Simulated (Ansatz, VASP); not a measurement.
# Two plane-wave programs on Hf

Contents of INCAR:

```
SYSTEM = Hf
PREC     = Accurate       ! precision mode
ENCUT    = 400            ! plane-wave cutoff, eV
EDIFF    = 1E-8           ! SCF threshold, eV
ISMEAR   = -1             ! smearing method
SIGMA    = 0.05           ! smearing width, eV
LREAL    = .FALSE.        ! projectors in reciprocal space
LASPH    = .TRUE.         ! aspherical terms in the spheres
NELM     = 120            ! most SCF steps
ALGO     = Normal         ! electronic algorithm
ISIF     = 2              ! what is computed and relaxed
LWAVE    = .FALSE.        ! write WAVECAR
LCHARG   = .FALSE.        ! write CHGCAR
GGA      = PE             ! functional
LEFG     = .TRUE.       
NBANDS   = 17             ! bands
GGA_COMPAT= .FALSE.
```

KPOINTS

```
Automatic mesh
0
G
  14 14 8
  0 0 0
```

POSCAR

```
Hf
1.0
    3.2052794892      0.0000000000      0.0000000000
   -1.6026397446      2.7758534639      0.0000000000
    0.0000000000      0.0000000000      5.0644648307
Hf
2
Direct
    0.3333333333      0.6666666667      0.2500000000
    0.7234906148      0.3749313505      0.7728000399
```

Input for Ansatz:

```yaml
crystal:
  lattice:
    - [3.2052794892, 0.0, 0.0]
    - [-1.6026397446, 2.7758534639, 0.0]
    - [0.0, 0.0, 5.0644648307]
  atoms:
    - { symbol: Hf, position: [0.3333333333, 0.6666666667, 0.25] }
    - { symbol: Hf, position: [0.7234906148, 0.3749313505, 0.7728000399] }
kpoints:
  mp_grid: { grid: [14, 14, 8] }
scf:
  occupations: { method: fermi_dirac, width: 0.05 }
hamiltonian:
  xc: pbe
  pseudopotentials: { kind: paw }
output:
  forces: true
  stress: true
  eigenvalues: true
  efg: { contact_densities: true }
```

Alike in both runs: task electric field gradients; functional PBE; k mesh 14 × 14 × 8; occupations fermi-dirac, width 0.05 eV; no spin polarisation.

|  | VASP | Ansatz |
| --- | --- | --- |
| version | VASP 6.6.1 | Ansatz 0.2.0 |
| potentials or method | VASP PAW PBE potentials, release 64 (Hf_pv) | PAW with Ansatz's default frozen-core files, scalar-relativistic |
| plane-wave cutoff (eV) | 400 | 420 |
| valence electrons in the cell | 20 | 52 |

Ansatz gave:

```
pressure (GPa)                                                : 0.5
traceless stress, the component that is largest in VASP (GPa) : -1.62
rms of the force components (eV/Å)                            : 0.353
size of Vzz on the site where it differs most (V/Å²)          : 97.3
```

What did VASP give for the same quantities?

Pressure (GPa): 0.0; traceless stress, the component that is largest in VASP (GPa): -1.57; rms of the force components (eV/Å): 0.344; size of Vzz on the site where it differs most (V/Å²): 87.3.

Atom by atom the forces differ by 0.011 eV/Å (rms over components). The functional is the same, so the differences come from potentials, cutoffs and numerics. VASP's potentials hold 20 valence electrons a cell and Ansatz's 52, so a difference there can come from the potentials and not from the codes.

Spin-orbit coupling is off throughout.
